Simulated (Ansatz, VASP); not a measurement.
Cu: VASP beside Ansatz

The input INCAR:

```
SYSTEM = Cu
PREC = Accurate
ENCUT = 520
EDIFF = 1E-7
ISMEAR = 0
SIGMA = 0.15
LREAL = .False.
LASPH = .True.
NELM = 60
ALGO = Normal
ISIF = 2
LWAVE = .False.
LCHARG = .False.
GGA = PS
NBANDS = 12
```

Contents of KPOINTS:

```
regular mesh
0
Gamma
  22 22 22
  0 0 0
```

Contents of POSCAR:

```
Cu
1.0
    0.0000000000      1.7803875000      1.8346125000
    1.7803875000      0.0000000000      1.8346125000
    1.7803875000      1.7803875000      0.0000000000
Cu
1
Direct
    0.0000000000      0.0000000000      0.0000000000
```

Input for Ansatz:

```yaml
crystal:
  lattice:
    - [0.0, 1.7803875, 1.8346125]
    - [1.7803875, 0.0, 1.8346125]
    - [1.7803875, 1.7803875, 0.0]
  atoms:
    - { symbol: Cu, position: [0.0, 0.0, 0.0] }
basis:
  ecutwfc: 420
kpoints:
  mp_grid: { grid: [22, 22, 22] }
hamiltonian:
  xc: pbesol
scf:
  occupations: { method: gaussian, width: 0.15 }
output:
  forces: true
  stress: true
  eigenvalues: true
```

Change from the starting cell: strain -0.015 along x and y, +0.015 along z, atoms carried along.

Alike in both runs: task single point; functional PBEsol; k mesh 22 × 22 × 22; occupations gaussian, width 0.15 eV; no spin polarisation.

|  | VASP | Ansatz |
| --- | --- | --- |
| version | VASP 6.6.1 | Ansatz 0.2.0 |
| potentials or method | VASP PAW PBE potentials, release 64 (Cu), cutoff 520 eV | scalar-relativistic, plane waves, PAW |
| valence electrons in the cell | 11 | 19 |

VASP gave:

* gap on the k mesh at the Fermi level (eV): none
* pressure (GPa): -3.6
* traceless stress, the component that is largest in VASP (GPa): -1.33

Problem. Estimate Ansatz's values.

Solution. gap on the k mesh at the Fermi level (eV): none; pressure (GPa): -4.3; traceless stress, the component that is largest in VASP (GPa): -1.33.

VASP's potentials were made for PBE, not for PBEsol. A gap of «none» marks a metal or a gap that the smearing closes. VASP's potentials hold 11 valence electrons a cell and Ansatz's 19, so a difference there can come from the potentials and not from the codes.
